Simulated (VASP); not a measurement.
**Mo: single point with r2SCAN**

Mo:

```
Mo
1.0
     2.66635    0.00000    0.00000
    -1.33318    2.30913    0.00000
     0.00000    0.00000    2.45788
Mo
1
Direct
  0.00000 0.00000 0.50000
```

This cell differs from its parent crystal: strain -0.030 along x and y, -0.030 along z.

```yaml
Program: VASP 6.6.1
Task: single point
Functional: r2SCAN
Potentials_or_basis: VASP PAW PBE potentials, release 64 (Mo_sv)
Cutoff: 520 eV
k_mesh: 24 × 24 × 24
Occupations: gaussian, width 0.15 eV
Spin: no spin polarisation
Dipole_correction: no
Further_INCAR_settings: ALGO = Normal; EDIFF = 1e-06; NBANDS = 13
```

The pressure is 25.1 GPa and the band gap on the k mesh is zero (bands 7 and 8 overlap by 2.34 eV).

Stress tensor (GPa, compression positive):
```
26.52  0.00  0.00
 0.00 26.52  0.00
 0.00  0.00 22.35
```

Levels at points of the mesh, in eV from the Fermi level:
| k point | band 4 | band 5 | band 6 | band 7 | band 8 | band 9 | band 10 | band 11 |
| --- | --- | --- | --- | --- | --- | --- | --- | --- |
| (0.00, 0.00, 0.00) | -35.16 | -7.45 | -5.24 | -1.15 | -1.15 | 4.98 | 4.98 | 13.45 |
| (0.50, 0.00, 0.00) | -34.95 | -5.78 | -3.73 | 1.19 | 1.40 | 4.22 | 5.05 | 11.74 |
| (0.00, 0.00, 0.50) | -35.11 | -4.01 | -0.11 | -0.11 | 0.10 | 0.85 | 0.85 | 12.18 |
| (0.50, 0.00, 0.50) | -35.51 | -6.36 | -3.91 | -0.63 | 5.49 | 7.03 | 7.05 | 8.49 |

Run time: 12 min on 1 thread of Intel Xeon 8259CL (shared host), peak memory 0.25 GiB.

Caveat: the cell differs from its parent crystal (strain -0.030 along x and y, -0.030 along z); the cell stands under pressure; the PAW data sets were made with another functional, which shifts forces and pressure a little.
